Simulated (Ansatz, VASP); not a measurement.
**One calculation of YTl2OsC6N6, two programs**

File INCAR:

```
  PREC = Accurate
  ENCUT = 520
  EDIFF = 1E-6
  ISMEAR = 0
  SIGMA = 0.1
  LREAL = Auto
  LASPH = True
  NELM = 150
  ALGO = Normal
  ISIF = 2
  LWAVE = False
  LCHARG = False
  ISPIN = 2
  MAGMOM = 0 0 0 1 0 0 0 0 0 0 0 0 0 0 0 0
  LORBIT = 11
  LMAXMIX = 4
  GGA = PE
  NBANDS = 68
```

Contents of KPOINTS:

```
regular mesh
0
Gamma
  4 4 4
```

File POSCAR:

```
YTl2OsC6N6
1.0
    0.0000000000      5.2760000000      5.2760000000
    5.2760000000      0.0000000000      5.2760000000
    5.2760000000      5.2760000000      0.0000000000
Y Tl Os C N
1 2 1 6 6
Direct
    0.5000000000      0.5000000000      0.5000000000
    0.2500000000      0.2500000000      0.2500000000
    0.7500000000      0.7500000000      0.7500000000
    0.0000000000      0.0000000000      0.0000000000
    0.8203184200      0.1796815800      0.1796815800
    0.1796815800      0.8203184200      0.1796815800
    0.1796815800      0.1796815800      0.8203184200
    0.1796815800      0.8203184200      0.8203184200
    0.8203184200      0.1796815800      0.8203184200
    0.8203184200      0.8203184200      0.1796815800
    0.7094389700      0.2905610300      0.2905610300
    0.2905610300      0.7094389700      0.2905610300
    0.2905610300      0.2905610300      0.7094389700
    0.2905610300      0.7094389700      0.7094389700
    0.7094389700      0.2905610300      0.7094389700
    0.7094389700      0.7094389700      0.2905610300
```

Input for Ansatz:

```yaml
crystal:
  lattice:
    - [0.0, 5.276, 5.276]
    - [5.276, 0.0, 5.276]
    - [5.276, 5.276, 0.0]
  atoms:
    - { symbol: "Y", position: [0.5, 0.5, 0.5] }
    - { symbol: Tl, position: [0.25, 0.25, 0.25] }
    - { symbol: Tl, position: [0.75, 0.75, 0.75] }
    - { symbol: Os, position: [0.0, 0.0, 0.0], spin: 1.0 }
    - { symbol: C, position: [0.82031842, 0.17968158, 0.17968158] }
    - { symbol: C, position: [0.17968158, 0.82031842, 0.17968158] }
    - { symbol: C, position: [0.17968158, 0.17968158, 0.82031842] }
    - { symbol: C, position: [0.17968158, 0.82031842, 0.82031842] }
    - { symbol: C, position: [0.82031842, 0.17968158, 0.82031842] }
    - { symbol: C, position: [0.82031842, 0.82031842, 0.17968158] }
    - { symbol: "N", position: [0.70943897, 0.29056103, 0.29056103] }
    - { symbol: "N", position: [0.29056103, 0.70943897, 0.29056103] }
    - { symbol: "N", position: [0.29056103, 0.29056103, 0.70943897] }
    - { symbol: "N", position: [0.29056103, 0.70943897, 0.70943897] }
    - { symbol: "N", position: [0.70943897, 0.29056103, 0.70943897] }
    - { symbol: "N", position: [0.70943897, 0.70943897, 0.29056103] }
basis:
  ecutwfc: 420
kpoints:
  mp_grid: { grid: [4, 4, 4] }
hamiltonian:
  xc: pbe
scf:
  occupations: { method: gaussian, width: 0.1 }
  lower_state_search: "off"
output:
  forces: true
  stress: true
  eigenvalues: true
  populations: true
magnetization:
  spin_polarized: true
```

Alike in both runs: task single point; functional PBE; k mesh 4 × 4 × 4; occupations gaussian, width 0.1 eV; collinear spin.

|  | VASP | Ansatz |
| --- | --- | --- |
| version | VASP 6.6.1 | Ansatz 0.2.0 |
| potentials or method | VASP PAW PBE potentials, release 64 (Y_sv, Tl_d, Os, C, N), cutoff 520 eV | scalar-relativistic, plane waves, PAW |
| valence electrons in the cell | 99 | 107 |

|  | VASP | Ansatz | Ansatz less VASP |
| --- | --- | --- | --- |
| gap on the k mesh at the Fermi level (eV) | none | none | - |
| pressure (GPa) | 14.9 | 14.2 | -0.68 |
| rms of the force components (eV/Å) | 0.683 | 0.749 | +0.0669 |
| net moment per atom (μB) | 0.00 | 0.00 | -0.001 |

Atom by atom the forces differ by 0.141 eV/Å (rms over components). A gap of «none» marks a metal or a gap that the smearing closes. The functional is the same, so the differences come from potentials, cutoffs and numerics. VASP's potentials hold 99 valence electrons a cell and Ansatz's 107, so a difference there can come from the potentials and not from the codes. Ansatz's warnings: seeded moment not kept.

Spin-orbit coupling is off throughout. Noted on VASP's run: the standard files for N, O and F lose accuracy on very short bonds.
